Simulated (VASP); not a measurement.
Write the native input for VASP 6.6.1 that does the following.

```
Task                   : relaxation of shape and atoms at fixed volume
Functional             : PBE
Potentials or basis    : VASP PAW PBE potentials, release 64 (Zr_sv, C)
Cutoff                 : 600 eV
k mesh                 : 12 × 12 × 6
Occupations            : gaussian, width 0.05 eV
Spin                   : no spin polarisation
Dipole correction      : no
Further INCAR settings : ALGO = Fast; EDIFF = 1e-06; IBRION = 2; EDIFFG = -0.01; NSW = 60; ISIF = 4
```

The structure of ZrC lies in POSCAR:

```
ZrC
1.0
    3.8607650037      0.0000000000      0.0000000000
   -1.9303825019      3.3435205713      0.0000000000
    0.0000000000      0.0000000000      4.6864250839
Zr C
2 2
Direct
    0.6666666667      0.3333333333      0.0681625387
    0.3333333333      0.6666666667      0.5681625387
    0.6666666667      0.3333333333      0.5570374613
    0.3333333333      0.6666666667      0.0570374613
```

One way to write it, as run:

INCAR

```
SYSTEM = ZrC
PREC     = Accurate       ! precision mode
ENCUT    = 600            ! plane-wave cutoff, eV
EDIFF    = 1E-6           ! SCF threshold, eV
ISMEAR   = 0              ! smearing method
SIGMA    = 0.05           ! smearing width, eV
LREAL    = .False.        ! projectors in reciprocal space
LASPH    = .True.         ! aspherical terms in the spheres
NELM     = 60             ! most SCF steps
ALGO     = Fast           ! electronic algorithm
ISIF     = 4              ! what is computed and relaxed
LWAVE    = .False.        ! write WAVECAR
LCHARG   = .False.        ! write CHGCAR
GGA      = PE             ! functional
IBRION   = 2              ! ionic algorithm
NSW      = 60             ! ionic steps
EDIFFG   = -0.01          ! ionic threshold
```

KPOINTS

```
Automatic mesh
0
Gamma
  12 12 6
  0 0 0
```

Potentials or basis: VASP PAW PBE potentials, release 64 (Zr_sv, C).

Run with:

```console
$ cat potpaw_PBE.64/Zr_sv/POTCAR potpaw_PBE.64/C/POTCAR > POTCAR
$ mpirun -np 1 vasp_std > vasp.out
```

It gave:

- Energy gained by relaxing: 0.1 meV/atom
- Ionic steps: 3
- Pressure after relaxing: 3.7 GPa
- Largest force after relaxing: 0.006 eV/Å
- Band gap on the k mesh: zero (bands 16 and 17 overlap by 1.15 eV)

Wall time 5.1 min on 1 thread of Oxide Virtual Turin-like Processor, with other jobs on the host, peak memory 0.24 GiB.
